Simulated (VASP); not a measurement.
Write the native input for VASP 6.6.1 that does the following.

```yaml
Task: single point
Functional: r2SCAN
Potentials_or_basis: VASP PAW PBE potentials, release 64 (Al, N)
Cutoff: 520 eV
k_mesh: 9 × 9 × 4
Occupations: gaussian, width 0.01 eV
Spin: no spin polarisation
Dipole_correction: no
Further_INCAR_settings: ALGO = Normal; EDIFF = 1e-06; NBANDS = 16
```

The system is AlN.

```
Al N
1.0
     3.16763    0.00000    0.00000
    -1.58381    2.74324    0.00000
     0.00000    0.00000    5.07623
Al N
2 2
Direct
  0.33333 0.66667 0.99920
  0.66667 0.33333 0.49920
  0.33333 0.66667 0.38080
  0.66667 0.33333 0.88080
```

This cell differs from its parent crystal: volume changed by +6%.

One way to write it, as run:

POSCAR

```
AlN
1.0
    3.1676255512      0.0000000000      0.0000000000
   -1.5838127756      2.7432441970      0.0000000000
    0.0000000000      0.0000000000      5.0762327225
Al N
2 2
Direct
    0.3333333333      0.6666666667     -0.0007956041
    0.6666666667      0.3333333333      0.4992043959
    0.3333333333      0.6666666667      0.3807956041
    0.6666666667      0.3333333333      0.8807956041
```

INCAR.step1

```
SYSTEM = AlN
ALGO = Normal
EDIFF = 1E-4
ENCUT = 520
GGA = PE
ISMEAR = 0
LASPH = .TRUE.
LCHARG = .FALSE.
LREAL = .FALSE.
LWAVE = .TRUE.
NBANDS = 16
NELM = 60
PREC = Accurate
SIGMA = 0.01
```

INCAR.step2

```
SYSTEM = AlN
ALGO = Normal
EDIFF = 1E-6
ENCUT = 520
ISIF = 2
ISMEAR = 0
ISTART = 1
LASPH = .TRUE.
LCHARG = .FALSE.
LMIXTAU = .TRUE.
LREAL = .FALSE.
LWAVE = .FALSE.
METAGGA = R2SCAN
NBANDS = 16
NELM = 60
PREC = Accurate
SIGMA = 0.01
```

KPOINTS

```
k-points
0
G
  9 9 4
  0 0 0
```

Potentials or basis: VASP PAW PBE potentials, release 64 (Al, N).

Run with:

```console
$ cat potpaw_PBE.64/Al/POTCAR potpaw_PBE.64/N/POTCAR > POTCAR
$ cp INCAR.step1 INCAR
$ mpirun -np 1 vasp_std > vasp.out
$ cp INCAR.step2 INCAR
$ mpirun -np 1 vasp_std > vasp.out
```

It gave:

```json
{
 "Pressure": "-11.4 GPa",
 "Largest force": "0.020 eV/Å",
 "Band gap on the k mesh": "4.39 eV, direct"
}
```

Caveat: the PAW data sets were made with another functional, which shifts forces and pressure a little.

Wall time 97 s on 1 thread of Intel(R) Xeon(R) Platinum 8259CL CPU @ 2.50GHz (Skylake/Cascade Lake), on a shared host, peak memory 0.16 GiB.
